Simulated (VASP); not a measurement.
# La (P6_3/mmc) in VASP: notebook

La is run at these levels: PBE; tasks: single point.

Program: VASP 6.6.1. These are calculated values, not measurements. Logs are shortened: lines on timing, memory, paths and dates and some standing lists are left out, and cuts for length are marked.

## 1. The cell of the first run

It takes space group P6_3/mmc (No. 194, hexagonal). Conventional cell: a = 3.765 Å, b = 3.765 Å, c = 12.093 Å, α = 90.00°, β = 90.00°, γ = 120.00°. Within 4.9 Å of La (site symmetry -3m) lie 12 La at 3.72 to 3.76 Å. La (site symmetry -6m2) has 12 La at 3.72 to 3.76 Å within 4.9 Å.

## 2. Single point, PBE

INCAR

```
PREC = Accurate
ENCUT = 520
EDIFF = 1E-7
ISMEAR = -1
SIGMA = 0.05
LREAL = F
LASPH = T
NELM = 100
ALGO = Normal
ISIF = 2
LWAVE = F
LCHARG = F
GGA = PE
NBANDS = 30
```

KPOINTS

```
Automatic mesh
0
Gamma
  16 16 5
```

POSCAR

```
La
1.0
    3.7647757822      0.0000000000      0.0000000000
   -1.8823878911      3.2603914670      0.0000000000
    0.0000000000      0.0000000000     12.0930107872
La
4
Direct
    0.0000000000      0.0000000000      0.0000000000
    0.0000000000      0.0000000000      0.5000000000
    0.3333333333      0.6666666667      0.7500000000
    0.6666666667      0.3333333333      0.2500000000
```

Potentials or basis: VASP PAW PBE potentials, release 64 (La).

On the command line:

```
cat potpaw_PBE.64/La/POTCAR > POTCAR
mpirun -np 1 vasp_std > vasp.out
```

OUTCAR:

```text
PREC = Accurate
   ENCUT = 520
   EDIFF = 1E-7
   ISMEAR = -1
   LREAL = F
   LASPH = T
   NELM = 100
   ISIF = 2
   GGA = PE

 ion  position               nearest neighbor table
   1  0.000  0.000  0.000-
   2  0.000  0.000  0.500-
   3  0.333  0.667  0.750-
   4  0.667  0.333  0.250-

  LATTYP: Found a hexagonal cell.
 ALAT       =     3.7647757822
 C/A-ratio  =     3.2121463500

  Lattice vectors:

 A1 = (   3.7647757822,   0.0000000000,   0.0000000000)
 A2 = (  -1.8823878911,   3.2603914670,   0.0000000000)
 A3 = (   0.0000000000,   0.0000000000,  12.0930107872)

Analysis of symmetry for initial positions (statically):
=====================================================================
 Subroutine PRICEL returns:
 Original cell was already a primitive cell.

 Routine SETGRP: Setting up the symmetry group for a
 hexagonal supercell.

 Subroutine GETGRP returns: Found 24 space group operations
 (whereof 12 operations were pure point group operations)
 out of a pool of 24 trial point group operations.

The static configuration has the point symmetry D_3d.
 The point group associated with its full space group is D_6h.

Analysis of symmetry for dynamics (positions and initial velocities):
=====================================================================
 Subroutine PRICEL returns:
 Original cell was already a primitive cell.

 Routine SETGRP: Setting up the symmetry group for a
 hexagonal supercell.

 Subroutine GETGRP returns: Found 24 space group operations
 (whereof 12 operations were pure point group operations)
 out of a pool of 24 trial point group operations.

The dynamic configuration has the point symmetry D_3d.
 The point group associated with its full space group is D_6h.

 Subroutine INISYM returns: Found 24 space group operations
 (whereof 12 operations are pure point group operations),
 and found     1 'primitive' translations

----------------------------------------------------------------------------------------

                                     Primitive cell

  volume of cell :     148.4374

  direct lattice vectors                    reciprocal lattice vectors
     3.764775782  0.000000000  0.000000000     0.265620068  0.153355818  0.000000000
    -1.882387891  3.260391467  0.000000000     0.000000000  0.306711636  0.000000000
     0.000000000  0.000000000 12.093010787     0.000000000  0.000000000  0.082692393

  length of vectors
     3.764775782  3.764775782 12.093010787     0.306711636  0.306711636  0.082692393

  position of ions in fractional coordinates (direct lattice)
     0.000000000  0.000000000  0.000000000
     0.000000000  0.000000000  0.500000000
     0.333333333  0.666666667  0.750000000
     0.666666667  0.333333333  0.250000000

  ion indices of the primitive-cell ions
   primitive index   ion index
                 1           1
                 2           2
                 3           3
                 4           4

----------------------------------------------------------------------------------------

 KPOINTS: Automatic mesh

Automatic generation of k-mesh.
 Grid dimensions read from file:
 generate k-points for:   16   16    5

 Generating k-lattice:

  Cartesian coordinates                     Fractional coordinates (reciprocal lattice)
     0.016601254  0.009584739  0.000000000     0.062500000 -0.000000000  0.000000000
     0.000000000  0.019169477  0.000000000     0.000000000  0.062500000  0.000000000
     0.000000000  0.000000000  0.016538479     0.000000000  0.000000000  0.200000000

  Length of vectors
     0.019169477  0.019169477  0.016538479

  Shift w.r.t. Gamma in fractional coordinates (k-lattice)
     0.000000000  0.000000000  0.000000000

 Subroutine IBZKPT returns following result:
 ===========================================

 Found     90 irreducible k-points:

 Following reciprocal coordinates:
            Coordinates               Weight
  0.000000  0.000000  0.000000      1.000000
  0.062500 -0.000000  0.000000      6.000000
  0.125000 -0.000000  0.000000      6.000000
  0.187500 -0.000000  0.000000      6.000000
  0.250000 -0.000000  0.000000      6.000000
  0.312500  0.000000  0.000000      6.000000
[... 16 lines left out ...]
  0.187500  0.187500  0.000000      6.000000
  0.250000  0.187500  0.000000     12.000000
 [... further k-points ...]
   k-points           NKPTS =     90   k-points in BZ     NKDIM =     90   number of bands    NBANDS=     30
   number of dos      NEDOS =    301   number of ions     NIONS =      4
   total plane-waves  NPLWV =  70560
   dimension x,y,z NGX =    28 NGY =   28 NGZ =   90
   dimension x,y,z NGXF=    56 NGYF=   56 NGZF=  180
   ions per type =               4
   NGX,Y,Z   is equivalent  to a cutoff of  12.36, 12.36, 12.37 a.u.
   NGXF,Y,Z  is equivalent  to a cutoff of  24.73, 24.73, 24.75 a.u.
 SYSTEM =  unknown system
   PREC   = accura    normal or accurate (medium, high low for compatibility)
   ISTART =      0    job   : 0-new  1-cont  2-samecut
   ICHARG =      2    charge: 1-file 2-atom 10-const
   ISPIN  =      1    spin polarized calculation?
   LNONCOLLINEAR =      F non collinear calculations
   LSORBIT =      F    spin-orbit coupling
   LASPH  =      T    aspherical Exc in radial PAW
   ENCUT  =  520.0 eV  38.22 Ry    6.18 a.u.   7.00  7.00 22.48*2*pi/ulx,y,z
   NELM   =    100;   NELMIN=  2; NELMDL= -5     # of ELM steps
   EDIFF  = 0.1E-06   stopping-criterion for ELM
   LREAL  =      F    real-space projection
   EDIFFG = 0.1E-05   stopping-criterion for IOM
   NSW    =      0    number of steps for IOM
   IBRION =     -1    ionic relax: 0-MD 1-quasi-New 2-CG
   NFREE  =      0    steps in history (QN), initial steepest desc. (CG)
   ISIF   =      2    stress and relaxation
   ISYM   =      2    0-nonsym 1-usesym 2-fastsym
   POTIM  = 0.5000    time-step for ionic-motion
   TEBEG  =    0.0;   TEEND  =   0.0 temperature during run
   PSTRESS=    0.0 pullay stress
   NELECT =      44.0000    total number of electrons
   NUPDOWN=      -1.0000    fix difference up-down
   EMIN   =  10.00;   EMAX   =-10.00  energy-range for DOS
   EFERMI =   0.00;   METHOD = LEGACY
   ISMEAR =    -1;   SIGMA  =   0.05  broadening in eV -4-tet -1-fermi 0-gaus
   EFERMI_NEDOS =   21; number of points for ismear=-14 and -15
   IALGO  =     38    algorithm
   IMIX   =      4    mixing-type and parameters
     AMIX     =   0.40;   BMIX     =  1.00
     AMIX_MAG =   1.60;   BMIX_MAG =  1.00
  volume/ion in A,a.u.               =      37.11       250.43
  Fermi-wavevector in a.u.,A,eV,Ry     =   1.091552  2.062735 16.211162  1.191487
  Thomas-Fermi vector in A             =   2.227800
   LORBIT       =      0    0 simple, 1 ext, 2 COOP (PROOUT), +10 PAW based schemes
   GGA     = PE    functional components
   LHFCALC =     F    Hartree Fock is set to
   AEXX    =    0.0000 exact exchange contribution
   IVDW    =     0    specifies the selected vdW correction
   LEPSILON=     F    determine dielectric tensor
   LRPA    =     F    only Hartree local field effects (RPA)
 non-spin polarized calculation
  energy-cutoff  :      520.00
  volume of cell :      148.44
 maximum number of plane-waves:      4020
 NGX is ok and might be reduce to    28
   NGX = 13   NGY = 13   NGZ = 45

 number of electron      43.9999998 magnetization

 Free energy of the ion-electron system (eV)
  ---------------------------------------------------
  ext. energy  EPLUGINS =         0.00000000
  ---------------------------------------------------
  free energy    TOTEN  =       -19.56833968 eV

  energy without entropy =      -19.51200999  energy(sigma->0) =      -19.54017483

 E-fermi :   7.8886     XC(G=0):  -9.5640

 val. band max:        7.8842954267   @ k =   0.3125   0.3125   0.4000
 cond. band min:       7.8930142009   @ k =   0.3125   0.0625   0.0000
 fundamental gap:      0.0087187742
 Fermi energy:         7.8885820567

 k-point     1 :       0.0000    0.0000    0.0000
  band No.  band energies     occupation
      1     -24.9952      2.00000
      2     -24.8944      2.00000
      3     -24.8903      2.00000
      4     -24.7860      2.00000
      5      -9.3959      2.00000
      6      -8.7310      2.00000
[... 22 lines left out ...]
     29       9.2785      0.00000
     30       9.3655      0.00000

 k-point     2 :       0.0625   -0.0000    0.0000
  band No.  band energies     occupation
      1     -24.9889      2.00000
      2     -24.8898      2.00000
      3     -24.8857      2.00000
      4     -24.7832      2.00000
      5      -9.3795      2.00000
      6      -8.7362      2.00000
[... 22 lines left out ...]
     29       9.4080      0.00000
     30       9.4344      0.00000

 k-point     3 :       0.1250   -0.0000    0.0000
  band No.  band energies     occupation
      1     -24.9708      2.00000
      2     -24.8767      2.00000
      3     -24.8725      2.00000
      4     -24.7753      2.00000
      5      -9.3315      2.00000
      6      -8.7580      2.00000
[... 22 lines left out ...]
     29       9.3768      0.00000
     30       9.4933      0.00000

 k-point     4 :       0.1875   -0.0000    0.0000
  band No.  band energies     occupation
      1     -24.9430      2.00000
      2     -24.8568      2.00000
      3     -24.8526      2.00000
      4     -24.7639      2.00000
      5      -9.2559      2.00000
      6      -8.8152      2.00000
[... 616 lines left out ...]
     29       9.6462      0.00000
     30       9.6542      0.00000

 k-point    23 :       0.1875    0.1875    0.0000
  band No.  band energies     occupation
      1     -24.8636      2.00000
      2     -24.8040      2.00000
      3     -24.7997      2.00000
      4     -24.7391      2.00000
      5      -9.0417      2.00000
      6      -9.0300      2.00000
[... 22 lines left out ...]
     29       9.1752      0.00000
     30       9.2421      0.00000

 k-point    24 :       0.2500    0.1875    0.0000
  band No.  band energies     occupation
      1     -24.8317      2.00000
      2     -24.7853      2.00000
      3     -24.7809      2.00000
      4     -24.7340      2.00000
      5      -9.1265      2.00000
      6      -9.1102      2.00000
[... 22 lines left out ...]
     29       9.0941      0.00000
     30       9.3237      0.00000

 [... further k-points ...]

------------------------ aborting loop because EDIFF is reached ----------------------------------------

  FORCE on cell =-STRESS in cart. coord.  units (eV):
  Direction    XX          YY          ZZ          XY          YZ          ZX
  --------------------------------------------------------------------------------------
  -------------------------------------------------------------------------------------
  Total        0.0717672      0.0717672      0.0610243      0.0000000      0.0000000     -0.0000000
  in kB        0.7746284      0.7746284      0.6586731      0.0000000      0.0000000     -0.0000000
  external PRESSURE =       0.7359766 kB  Pullay stress =       0.0000000 kB

 VOLUME and BASIS-vectors are now :
 -----------------------------------------------------------------------------
  energy-cutoff  :      520.00
  volume of cell :      148.44
      direct lattice vectors                 reciprocal lattice vectors
     3.764775782  0.000000000  0.000000000     0.265620068  0.153355818  0.000000000
    -1.882387891  3.260391467  0.000000000     0.000000000  0.306711636  0.000000000
     0.000000000  0.000000000 12.093010787     0.000000000  0.000000000  0.082692393

 POSITION                                       TOTAL-FORCE (eV/Angst)
 -----------------------------------------------------------------------------------
      0.00000      0.00000      0.00000        -0.000000     -0.000000     -0.000000
      0.00000      0.00000      6.04651        -0.000000     -0.000000     -0.000000
     -0.00000      2.17359      9.06976        -0.000000      0.000000      0.000000
      1.88239      1.08680      3.02325         0.000000      0.000000      0.000000
 -----------------------------------------------------------------------------------
    total drift:                               -0.000000      0.000000      0.000000

  FREE ENERGIE OF THE ION-ELECTRON SYSTEM (eV)
  ---------------------------------------------------
  free  energy   TOTEN  =       -19.5683396771 eV

  energy  without entropy=      -19.5120099904  energy(sigma->0) =      -19.54017483
```

Wall time 7.2 min (1 thread of Intel Xeon Platinum 8488C (Sapphire Rapids), shared host); peak memory 0.48 GiB.

What came out:

```yaml
Free_energy: -19.5683 eV
Pressure: 0.1 GPa
Band_gap_on_the_k_mesh: zero (bands 22 and 23 overlap by 1.13 eV)
```

Levels at points of the mesh, in eV from the Fermi level:
```
           k point  band 19  band 20  band 21  band 22  band 23  band 24  band 25  band 26
(0.00, 0.00, 0.00)    -1.87    -1.76     0.50     0.62     1.24     1.24     1.27     1.30
(0.50, 0.00, 0.00)    -1.55    -1.07    -0.67    -0.29    -0.20     0.43     0.93     1.17
```

Caveat: spin-orbit coupling is left out, which moves the levels of the heavy elements.

## 3. Single point, PBE

INCAR

```
  ALGO = Normal
  EDIFF = 1E-6
  ENCUT = 520
  GGA = PE
  ISIF = 2
  ISMEAR = -1
  LASPH = T
  LCHARG = F
  LREAL = F
  LWAVE = F
  NBANDS = 30
  NELM = 100
  PREC = Accurate
  SIGMA = 0.05
```

KPOINTS

```
k-points
0
Gamma
  16 16 5
```

POSCAR is that of step 2.

Potentials or basis: VASP PAW PBE potentials, release 64 (La).

On the command line:

```
cat potpaw_PBE.64/La/POTCAR > POTCAR
mpirun -np 1 vasp_std > vasp.out
```

Wall time 6.1 min (1 thread of Intel Xeon Platinum 8488C (Sapphire Rapids), shared host); peak memory 0.48 GiB.

Results (log left out):

| Property | Result |
| --- | --- |
| Free energy | -19.5683 eV |
| Pressure | 0.1 GPa |
| Band gap on the k mesh | zero (bands 22 and 23 overlap by 1.13 eV) |

Levels at points of the mesh, in eV from the Fermi level:
```csv
k point,band 20,band 21,band 22,band 23,band 24,band 25
"(0.00, 0.00, 0.00)",-1.76,0.50,0.62,1.24,1.25,1.27
"(0.50, 0.00, 0.00)",-1.07,-0.67,-0.29,-0.20,0.43,0.93
```

Caveat: spin-orbit coupling is left out, which moves the levels of the heavy elements.
